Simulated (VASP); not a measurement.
Wanted: the native input for a VASP 6.6.1 run.

| Item | Value |
| --- | --- |
| Task | single point |
| Functional | LDA |
| Potentials or basis | VASP PAW LDA potentials, release 64 (C) |
| Cutoff | 520 eV |
| k mesh | 13 × 13 × 13 |
| Occupations | gaussian, width 0.1 eV |
| Spin | no spin polarisation |
| Dipole correction | no |
| Further INCAR settings | ALGO = Normal; EDIFF = 1e-06; NBANDS = 11 |

The structure of C lies in POSCAR:

```
C
1.0
    0.0000000000      1.7833700000      1.7833700000
    1.7833700000      0.0000000000      1.7833700000
    1.7833700000      1.7833700000      0.0000000000
C
2
Direct
    0.2500000000      0.2500000000      0.2500000000
    0.0000000000      0.0000000000      0.0000000000
```

The input as run:

INCAR

```
PREC = Accurate
ENCUT = 520
EDIFF = 1E-6
ISMEAR = 0
SIGMA = 0.1
LREAL = F
LASPH = T
NELM = 60
ALGO = Normal
ISIF = 2
LWAVE = F
LCHARG = F
NBANDS = 11
```

KPOINTS

```
Automatic mesh
0
Gamma
  13 13 13
```

Potentials or basis: VASP PAW LDA potentials, release 64 (C).

Run with:

```console
$ cat potpaw_LDA.64/C/POTCAR > POTCAR
$ mpirun -np 1 vasp_std > vasp.out
```

It gave:

```
Pressure               : -11.6 GPa
Band gap on the k mesh : 4.11 eV, indirect (least direct gap 5.54 eV)
```

Run time: 18 s on 1 thread of AMD EPYC 7R13 (shared host), peak memory 0.08 GiB.
